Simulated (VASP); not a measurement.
Here is a VASP 6.6.1 calculation.

Contents of INCAR:

```
SYSTEM = SrO
PREC     = Accurate       ! precision mode
ENCUT    = 520            ! plane-wave cutoff, eV
EDIFF    = 1E-6           ! SCF threshold, eV
ISMEAR   = 0              ! smearing method
SIGMA    = 0.02           ! smearing width, eV
LREAL    = .False.        ! projectors in reciprocal space
LASPH    = .True.         ! aspherical terms in the spheres
NELM     = 80             ! most SCF steps
ALGO     = Normal         ! electronic algorithm
ISIF     = 2              ! what is computed and relaxed
LWAVE    = .False.        ! write WAVECAR
LCHARG   = .False.        ! write CHGCAR
GGA      = PE             ! functional
NBANDS   = 24             ! bands
```

Contents of KPOINTS:

```
Automatic mesh
0
Gamma
  9 9 6
  0 0 0
```

The input POSCAR:

```
SrO
1.0
    3.6838714275      0.0000000000      0.0000000000
   -1.8419357138      3.1903262405      0.0000000000
    0.0000000000      0.0000000000      6.3525303416
Sr O
2 2
Direct
    0.3333333300      0.6666666700      0.2500000000
    0.6666666700      0.3333333300      0.7500000000
    0.0000000000      0.0000000000      0.0000000000
    0.0000000000      0.0000000000      0.5000000000
```

Potentials or basis: VASP PAW PBE potentials, release 64 (Sr_sv, O).

The run is started by

```bash
$ cat potpaw_PBE.64/Sr_sv/POTCAR potpaw_PBE.64/O/POTCAR > POTCAR
$ mpirun -np 1 vasp_std > vasp.out
```

(1) Estimate the pressure.

(2) Predict the band gap on the k mesh.

Answers

(1) -4.8 GPa.

(2) 2.50 eV, direct.

Caveat: the cell differs from its parent crystal (strained).
